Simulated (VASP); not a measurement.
Write the native input for VASP 6.6.1 that does the following.

```
Task                   : single point
Functional             : PBE
Potentials or basis    : VASP PAW PBE potentials, release 64 (Ti_sv, B)
Cutoff                 : 500 eV
k mesh                 : 18 × 18 × 14
Occupations            : gaussian, width 0.1 eV
Spin                   : no spin polarisation
Dipole correction      : no
Further INCAR settings : ALGO = Normal; EDIFF = 1e-06; NBANDS = 16
```

The structure of TiB2 lies in POSCAR:

```
TiB2
1.0
    3.0292000000      0.0000000000      0.0000000000
   -1.5146000000      2.6233641531      0.0000000000
    0.0000000000      0.0000000000      3.2284000000
Ti B
1 2
Direct
    0.0000000000      0.0000000000      0.0000000000
    0.3333333333      0.6666666667      0.5000000000
    0.6666666667      0.3333333333      0.5000000000
```

These files were run (other wordings do the same):

INCAR

```
SYSTEM = TiB2
ALGO     = Normal         ! electronic algorithm
EDIFF    = 1E-6           ! SCF threshold, eV
ENCUT    = 500            ! plane-wave cutoff, eV
GGA      = PE             ! functional
GGA_COMPAT= .FALSE.      
ISIF     = 2              ! what is computed and relaxed
ISMEAR   = 0              ! smearing method
LASPH    = .TRUE.         ! aspherical terms in the spheres
LCHARG   = .TRUE.         ! write CHGCAR
LELF     = .TRUE.         ! ELF
LREAL    = .FALSE.        ! projectors in reciprocal space
LVHAR    = .TRUE.       
LWAVE    = .FALSE.        ! write WAVECAR
NBANDS   = 16             ! bands
NELM     = 120            ! most SCF steps
PREC     = Accurate       ! precision mode
SIGMA    = 0.1            ! smearing width, eV
```

KPOINTS

```
k-points
0
G
  18 18 14
  0 0 0
```

Potentials or basis: VASP PAW PBE potentials, release 64 (Ti_sv, B).

The run is started by

```console
$ cat potpaw_PBE.64/Ti_sv/POTCAR potpaw_PBE.64/B/POTCAR > POTCAR
$ mpirun -np 1 vasp_std > vasp.out
```

Results of the run:

The pressure is 0.4 GPa. The band gap on the k mesh is zero (band 9 reaches 10.41 eV, above the bottom of band 10 at 9.79 eV).

Run time: 46 s on 1 thread of Intel(R) Xeon(R) 6975P-C (Granite Rapids) (shared host), peak memory 0.22 GiB.
